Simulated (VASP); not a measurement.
NbAs4:

```xyz
10
Lattice="3.4522 -0.0650 -0.0666 -0.1126 6.0484 0.1139 -0.1979 0.1955 10.2313" Properties=species:S:1:pos:R:3 pbc="T T T"
Nb    0.2616   -0.0008    0.0144
Nb    1.6699    2.9537   -0.0456
As   -0.3907    2.0701    8.5673
As    1.3889    5.1389    8.4858
As   -0.0457    2.1320    4.6147
As    1.3169    5.1214    4.4454
As    1.6004    1.0557    1.7395
As    3.2978    3.9026    1.7835
As    1.7741    1.2506    5.8043
As    3.3634    4.0829    5.7290
```

| Item | Value |
| --- | --- |
| Program | VASP 6.6.1 |
| Task | relaxation of cell and atoms |
| Functional | PBE |
| Potentials or basis | VASP PAW PBE potentials, release 64 (Nb_sv, As) |
| Cutoff | 600 eV |
| k mesh | 6 × 4 × 2 |
| Occupations | gaussian, width 0.2 eV |
| Spin | no spin polarisation |

At the start: pressure 5.3 GPa; volume 21.34 Å³/atom.

Q: How do energy, volume and symmetry change on relaxing?

A: Over 29 steps the energy falls by 178.4 meV/atom and the volume is 21.65 Å³/atom (+1.4 %); space group P1 (No. 1, to 0.05 Å).

The path:
```tsv
step	energy change (eV)	largest force (eV/Å)	pressure (GPa)	volume (Å³)
1	0.0000	4.5697	5.34	213.40
2	-0.4688	1.8384	-8.19	235.80
3	-1.1972	1.1405	-3.29	224.34
4	-1.1992	1.1651	-3.08	223.97
5	-1.5562	0.9699	0.45	214.35
6	-1.5696	0.9840	1.45	212.18
7	-1.6715	0.6235	0.05	214.82
8	-1.6840	0.5467	-0.57	216.21
9	-1.7348	0.3700	0.28	214.90
10	-1.7421	0.3669	0.79	214.21
11	-1.7610	0.2513	-0.46	217.09
12	-1.7624	0.2194	-0.20	216.48
13	-1.7695	0.1237	0.08	215.95
14	-1.7700	0.1495	0.20	215.75
15	-1.7734	0.0998	-0.11	216.47
16	-1.7737	0.1252	-0.22	216.77
17	-1.7764	0.0989	-0.04	216.51
18	-1.7773	0.1028	0.14	216.28
19	-1.7793	0.0697	0.02	216.66
20	-1.7797	0.0774	-0.09	216.99
21	-1.7809	0.0605	0.00	216.87
22	-1.7813	0.0627	0.09	216.75
23	-1.7822	0.0396	-0.11	217.15
24	-1.7822	0.0399	-0.11	217.15
25	-1.7826	0.0424	0.05	216.74
26	-1.7826	0.0412	0.05	216.76
27	-1.7830	0.0261	0.00	216.72
28	-1.7831	0.0294	-0.03	216.69
29	-1.7835	0.0250	0.02	216.48
```

Final structure:
```
Nb As
1.0
     3.45502    0.00260   -0.03127
     0.00194    6.07839    0.00166
    -0.09277   -0.00169   10.30869
Nb As
2 8
Direct
  0.99618 0.99578 0.00002
  0.49685 0.49558 0.00028
  0.98719 0.32843 0.83399
  0.48811 0.82811 0.83402
  0.99953 0.34071 0.42868
  0.50264 0.84062 0.42937
  0.50466 0.16325 0.16609
  0.00519 0.66349 0.16605
  0.50835 0.17240 0.57052
  0.01130 0.67163 0.57097
```
